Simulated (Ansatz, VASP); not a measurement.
**Y5N: VASP beside Ansatz**

```xyz
6
Lattice="0.0000 4.5206 4.5206 4.5206 0.0000 4.5206 4.5206 4.5206 0.0000" Properties=species:S:1:pos:R:3 pbc="T T T"
Y     3.4000    3.4000    1.1206
Y     3.4000    1.1206    3.4000
Y     1.1206    1.1206    1.1206
Y     1.1206    3.4000    3.4000
Y     6.7809    6.7809    6.7809
N     4.5206    4.5206    4.5206
```

Change from the starting cell: species swapped into the HfNi5 type (F-43m, No. 216).

Alike in both runs: functional PBE; k mesh 8 × 8 × 8; occupations gaussian, width 0.1 eV; collinear spin.

Ansatz relaxed the structure, and its values are those at the end. VASP's run is a single point on that final structure, the one shown.

|  | VASP | Ansatz |
| --- | --- | --- |
| version | VASP 6.6.1 | Ansatz 0.2.0 |
| potentials or method | VASP PAW PBE potentials, release 64 (Y_sv, N), cutoff 520 eV | scalar-relativistic, plane waves, PAW |
| valence electrons in the cell | 60 | 60 |

```csv
,VASP,Ansatz,Ansatz less VASP
gap on the k mesh at the Fermi level (eV),none,none,-
pressure (GPa),-0.1,0.0,+0.09
rms of the force components (eV/Å),0.004,0.001,-0.0025
net moment per atom (μB),0.00,0.20,+0.201
size of the moment on the site where the two differ most (μB),0.00,0.31,+0.315
```

The net moments are unlike, so the other rows may belong to different states. Site moments also hang on the region over which each program counts them. A gap of «none» marks a metal or a gap that the smearing closes.
